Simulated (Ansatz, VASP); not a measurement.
**One calculation of Ag, two programs**

INCAR

```
ALGO     = Normal         # electronic algorithm
EDIFF    = 1E-7           # SCF threshold, eV
ENCUT    = 520            # plane-wave cutoff, eV
GGA      = CA             # functional
ISIF     = 2              # what is computed and relaxed
ISMEAR   = 0              # smearing method
LASPH    = T              # aspherical terms in the spheres
LCHARG   = F              # write CHGCAR
LREAL    = F              # projectors in reciprocal space
LWAVE    = F              # write WAVECAR
NBANDS   = 12             # bands
NELM     = 80             # most SCF steps
PREC     = Accurate       # precision mode
SIGMA    = 0.6            # smearing width, eV
```

Contents of KPOINTS:

```
k-points
0
Gamma
  13 13 13
```

The input POSCAR:

```
Ag
1.0
    0.0000000000      1.9996579419      1.9996579419
    1.9996579419      0.0000000000      1.9996579419
    1.9996579419      1.9996579419      0.0000000000
Ag
1
Direct
    0.0000000000      0.0000000000      0.0000000000
```

Input for Ansatz:

```yaml
crystal:
  lattice:
    - [0.0, 1.9996579419, 1.9996579419]
    - [1.9996579419, 0.0, 1.9996579419]
    - [1.9996579419, 1.9996579419, 0.0]
  atoms:
    - { symbol: Ag, position: [0.0, 0.0, 0.0] }
hamiltonian:
  xc: lda
  pseudopotentials:
    kind: paw
    azcp:
      Ag: "pseudopotentials/Ag.paw.azcp"
basis:
  ecutwfc: 420
  fft_grid_basis: typed
kpoints:
  mp_grid: { grid: [13, 13, 13], shift: [0, 0, 0] }
magnetization:
  spin_polarized: false
scf:
  occupations: { method: gaussian, width: 0.6 }
  lower_state_search: "off"
output:
  stress: true
  write_density: true
  write_potential: true
  elf: true
  volumetric_format: npy
```

Alike in both runs: task single point; functional LDA; k mesh 13 × 13 × 13; occupations gaussian, width 0.6 eV; no spin polarisation.

|  | VASP | Ansatz |
| --- | --- | --- |
| version | VASP 6.6.1 | Ansatz 0.2.0 |
| potentials or method | VASP PAW LDA potentials, release 64 (Ag), cutoff 520 eV | plane waves (420 eV) with PAW, scalar-relativistic |
| valence electrons in the cell | 11 | 19 |

```csv
,VASP,Ansatz,Ansatz less VASP
pressure (GPa),0.4,0.3,-0.15
```

Ansatz warns that its potentials were made for another functional, while VASP's fit it. LDA's correlation is that of Perdew and Zunger in VASP and of Perdew and Wang (1992) in Ansatz. VASP's potentials hold 11 valence electrons a cell and Ansatz's 19, so a difference there can come from the potentials and not from the codes.
